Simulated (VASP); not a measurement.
HfO2:

```xyz
3
Lattice="0.0000 2.6051 2.5052 2.6051 0.0000 2.5052 2.6051 2.6051 0.0000" Properties=species:S:1:pos:R:3 pbc="T T T"
Hf    0.0000    0.0000    0.0000
O     1.3025    1.3025    1.2526
O     3.9076    3.9076    3.7578
```

This cell differs from its parent crystal: epitaxial xy strain +3.0%.

Base run:

```yaml
Program: VASP 6.6.1
Functional: r2SCAN
Potentials_or_basis: VASP PAW PBE potentials, release 64 (Hf_pv, O)
Cutoff: 520 eV
k_mesh: 8 × 8 × 8
Occupations: gaussian, width 0.01 eV
Spin: no spin polarisation
```

Its results: band gap on the k mesh 3.80 eV, indirect (least direct gap 3.85 eV); pressure -15.4 GPa.

The run is repeated on the same cell with these changes: functional from r2SCAN to PBE; occupations from gaussian, width 0.01 eV to fermi-dirac, width 0.02 eV. What comes out?

Band gap on the k mesh 3.29 eV, indirect (least direct gap 3.37 eV); pressure -9.4 GPa.

Caveats: spin-orbit coupling is left out, which moves the levels of the heavy elements; the PAW data sets were made with another functional, which shifts forces and pressure a little (some runs).

A k mesh can miss the band edges.
